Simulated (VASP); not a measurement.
Here is a VASP 6.6.1 calculation.

File INCAR:

```
  PREC = Accurate
  ENCUT = 520
  EDIFF = 1E-7
  ISMEAR = 0
  SIGMA = 0.1
  LREAL = F
  LASPH = T
  NELM = 60
  ALGO = Fast
  ISIF = 2
  LWAVE = F
  LCHARG = F
  GGA = PS
  NBANDS = 44
```

Contents of KPOINTS:

```
Automatic mesh
0
Gamma
  6 6 10
```

The input POSCAR:

```
TlPt
1.0
    6.3815320281      0.0000000000      0.0000000000
   -3.1907660141      5.5265688514      0.0000000000
    0.0000000000      0.0000000000      4.0286037622
Tl Pt
3 3
Direct
    0.0000000000      0.5000000000      0.0000000000
    0.5000000000      0.0000000000      0.0000000000
    0.5000000000      0.5000000000      0.0000000000
    0.0000000000      0.0000000000      0.0000000000
    0.6666666667      0.3333333333      0.5000000000
    0.3333333333      0.6666666667      0.5000000000
```

Potentials or basis: VASP PAW PBE potentials, release 64 (Tl_d, Pt).

Command:

```sh
$ cat potpaw_PBE.64/Tl_d/POTCAR potpaw_PBE.64/Pt/POTCAR > POTCAR
$ mpirun -np 1 vasp_std > vasp.out
```

Problem. Predict the pressure.

Solution. -1.9 GPa.

Problem. What does it give for the band gap on the k mesh?

Solution. Zero (an odd number of electrons rules out a gap without spin polarisation).

Stress tensor (GPa, compression positive):
```
-1.90  0.00  0.00
 0.00 -1.90  0.00
 0.00  0.00 -1.98
```

Caveat: the PAW data sets were made with another functional, which shifts forces and pressure a little; spin-orbit coupling is left out, which moves the levels of the heavy elements.
